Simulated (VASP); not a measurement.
Wanted: the native input for a VASP 6.6.1 run.

```
Task                   : single point
Functional             : r2SCAN
Potentials or basis    : VASP PAW PBE potentials, release 64 (Fe)
Cutoff                 : 520 eV
k mesh                 : 20 × 20 × 20
Occupations            : gaussian, width 0.1 eV
Spin                   : collinear spin, ferromagnetic start
Starting moments       : [3.21] μB
Dipole correction      : no
Further INCAR settings : ALGO = Normal; EDIFF = 1e-06; NBANDS = 14
```

Crystal: Fe.

```
CELL_PARAMETERS angstrom
-1.43325 1.43325 1.43325
1.43325 -1.43325 1.43325
1.43325 1.43325 -1.43325
ATOMIC_POSITIONS crystal
Fe 0.00000 0.00000 0.00000
```

The input as run:

POSCAR

```
Fe
1.0
   -1.4332514439      1.4332514439      1.4332514439
    1.4332514439     -1.4332514439      1.4332514439
    1.4332514439      1.4332514439     -1.4332514439
Fe
1
Direct
    0.0000000000      0.0000000000      0.0000000000
```

INCAR.step1

```
  ALGO = Normal
  EDIFF = 1E-4
  ENCUT = 520
  GGA = PE
  ISMEAR = 0
  ISPIN = 2
  LASPH = True
  LCHARG = False
  LMAXMIX = 4
  LREAL = False
  LWAVE = True
  MAGMOM = 3.21
  NBANDS = 14
  NELM = 150
  PREC = Accurate
  SIGMA = 0.1
```

INCAR.step2

```
  ALGO = Normal
  EDIFF = 1E-6
  ENCUT = 520
  ISIF = 2
  ISMEAR = 0
  ISPIN = 2
  ISTART = 1
  LASPH = True
  LCHARG = False
  LMAXMIX = 4
  LMIXTAU = True
  LORBIT = 11
  LREAL = False
  LWAVE = False
  MAGMOM = 3.21
  METAGGA = R2SCAN
  NBANDS = 14
  NELM = 150
  PREC = Accurate
  SIGMA = 0.1
```

KPOINTS

```
k-points
0
Gamma
  20 20 20
```

Potentials or basis: VASP PAW PBE potentials, release 64 (Fe).

The run is started by

```console
$ cat potpaw_PBE.64/Fe/POTCAR > POTCAR
$ cp INCAR.step1 INCAR
$ mpirun -np 1 vasp_std > vasp.out
$ cp INCAR.step2 INCAR
$ mpirun -np 1 vasp_std > vasp.out
```

It gave:

- Pressure: -0.4 GPa
- Net moment: 2.65 μB per cell
- Site moments: Fe +2.72 μB
- Valence electrons inside the program's atomic spheres: Fe 7.20

Caveat: the PAW data sets were made with another functional, which shifts forces and pressure a little.

Run time: 11 min on 1 thread of AMD EPYC 7R13, with other jobs on the host, peak memory 0.15 GiB.
